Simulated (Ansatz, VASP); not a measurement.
# One calculation of Al2CdPb4, two programs

The input INCAR:

```
PREC = Accurate
ENCUT = 600
EDIFF = 1E-6
ISMEAR = 0
SIGMA = 0.1
LREAL = False
LASPH = True
NELM = 100
ALGO = Normal
ISIF = 3
LWAVE = False
LCHARG = False
GGA = PE
IBRION = 2
NSW = 100
EDIFFG = -0.01
```

The input KPOINTS:

```
regular mesh
0
Gamma
  12 12 2
```

File POSCAR:

```
Al2CdPb4
1.0
    3.8854432893      0.0000000000      0.0000000000
   -1.9427216447      3.3648925935      0.0000000000
    0.0000000000      0.0000000000     15.2625820220
Al Cd Pb
2 1 4
Direct
    0.0000000000      0.0000000000      0.2181019711
    0.0000000000      0.0000000000      0.7818980289
    0.0000000000      0.0000000000      0.5000000000
    0.6666666667      0.3333333333      0.3458916543
    0.3333333333      0.6666666667      0.6541083457
    0.3333333333      0.6666666667      0.9123881384
    0.6666666667      0.3333333333      0.0876118616
```

Input for Ansatz:

```yaml
crystal:
  lattice:
    - [3.8854432893, 0.0, 0.0]
    - [-1.9427216447, 3.3648925935, 0.0]
    - [0.0, 0.0, 15.262582022]
  atoms:
    - { symbol: Al, position: [0.0, 0.0, 0.2181019711] }
    - { symbol: Al, position: [0.0, 0.0, 0.7818980289] }
    - { symbol: Cd, position: [0.0, 0.0, 0.5] }
    - { symbol: Pb, position: [0.6666666667, 0.3333333333, 0.3458916543] }
    - { symbol: Pb, position: [0.3333333333, 0.6666666667, 0.6541083457] }
    - { symbol: Pb, position: [0.3333333333, 0.6666666667, 0.9123881384] }
    - { symbol: Pb, position: [0.6666666667, 0.3333333333, 0.0876118616] }
basis:
  ecutwfc: 420
kpoints:
  mp_grid: { grid: [12, 12, 2] }
hamiltonian:
  xc: pbe
scf:
  occupations: { method: gaussian, width: 0.1 }
output:
  forces: true
  stress: true
  eigenvalues: true
relax:
  adjacent_minimum: "off"
  f_tol: 0.01
  max_steps: 80
  cell: { stress_tol: 0.05 }
```

Change from the starting cell: species swapped into the Ta2AgS4 type (P-3m1, No. 164).

Alike in both runs: task relaxation of cell and atoms; functional PBE; k mesh 12 × 12 × 2; occupations gaussian, width 0.1 eV; no spin polarisation.

```csv
,VASP,Ansatz
version,VASP 6.6.1,Ansatz 0.2.0
potentials or method,"VASP PAW PBE potentials, release 64 (Al, Cd, Pb_d), cutoff 600 eV","scalar-relativistic, plane waves, PAW"
valence electrons in the cell,74,82
```

```csv
,VASP,Ansatz,Ansatz less VASP
"gap on the k mesh at the Fermi level, each at its own relaxed structure (eV)",none,none,-
relaxed volume (Å³/atom),27.86,27.86,-0.001
relaxed cell length with the largest relative difference (Å),17.283,17.268,-0.0145
```

A gap of «none» marks a metal or a gap that the smearing closes. VASP's potentials hold 74 valence electrons a cell and Ansatz's 82, so a difference there can come from the potentials and not from the codes.

Spin-orbit coupling is off throughout.
